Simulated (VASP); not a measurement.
Crystal: Ti3Se.

```
CELL_PARAMETERS angstrom
3.21862 0.00000 0.00000
-1.60931 2.78741 0.00000
0.00000 0.00000 7.99535
ATOMIC_POSITIONS crystal
Se 0.00000 0.00000 0.00000
Ti 0.66667 0.33333 0.50000
Ti 0.33333 0.66667 0.77290
Ti 0.33333 0.66667 0.22710
```

Program: VASP 6.6.1. Alike in all runs: task single point; no spin polarisation; cell as given; k mesh 10 × 10 × 4; cutoff (eV) 520; smearing fermi-dirac 0.05 eV.

Q: Order these runs on this cell by their pressure, lowest first.
A. level LDA; potentials or basis VASP PAW LDA potentials, release 64 (Se, Ti_sv)
B. level PBEsol; potentials or basis VASP PAW PBE potentials, release 64 (Se, Ti_sv)
C. level r2SCAN; potentials or basis VASP PAW PBE potentials, release 64 (Se, Ti_sv)

A: A (-9.6 GPa), B (-6.3 GPa), C (-2.6 GPa).

Caveats: the PAW data sets were made with another functional, which shifts forces and pressure a little (some runs).
